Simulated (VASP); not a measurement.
Runs of VASP 6.6.1 on InP. The structure is that of space group I-4m2 (No. 119), or close to it. The cells are those of the table. 

```tsv
cell	gap on the mesh (eV)	pressure (GPa)
a = 4.088, b = 4.328 Å, angles 58.0, 63.9, 58.0°, 2 atoms	(c)	-2.1
a = 4.066, b = 4.417 Å, angles 57.1, 65.8, 57.1°, 2 atoms	0.07	-2.5
a = 4.239, b = 4.108 Å, angles 61.0, 58.0, 61.0°, 2 atoms	(a)	-3.3
a = 4.009, b = 4.128 Å, angles 59.0, 62.0, 59.0°, 2 atoms	0.71	(b)
a = 4.257, b = 3.992 Å, angles 62.0, 55.9, 62.0°, 2 atoms	0.15	-2.0
a = 4.154, b = 4.278 Å, angles 59.0, 62.0, 59.0°, 2 atoms	0.14	-3.3
a = 3.979, b = 4.213 Å, angles 58.0, 63.9, 58.0°, 2 atoms	0.53	3.9
a = 3.957, b = 4.299 Å, angles 57.1, 65.8, 57.1°, 2 atoms	0.29	3.3
a = 4.165, b = 3.771 Å, angles 63.1, 53.8, 63.1°, 2 atoms	0.45	6.1
a = 4.220, b = 3.957 Å, angles 62.0, 55.9, 62.0°, 2 atoms	0.29	-0.3
a = 4.104, b = 3.848 Å, angles 62.0, 55.9, 62.0°, 2 atoms	0.73	6.7
a = 4.394, b = 3.979 Å, angles 63.1, 53.8, 63.1°, 2 atoms	none	(d)
```

Alike in all rows: task single point; level LDA; potentials or basis VASP PAW LDA potentials, release 64 (In_d, P); no spin polarisation; k mesh 12 × 12 × 12; cutoff (eV) 520; smearing gaussian 0.05 eV.

Q: Estimate the missing entries.

A: (a) 0.20; (b) 4.3; (c) 0.10; (d) -5.0.

Caveats: spin-orbit coupling is left out, which moves the levels of the heavy elements.

A k mesh can miss the band edges, and the runs leave out spin-orbit coupling on In.

A gap of «none» marks levels without a gap at the run's occupations.
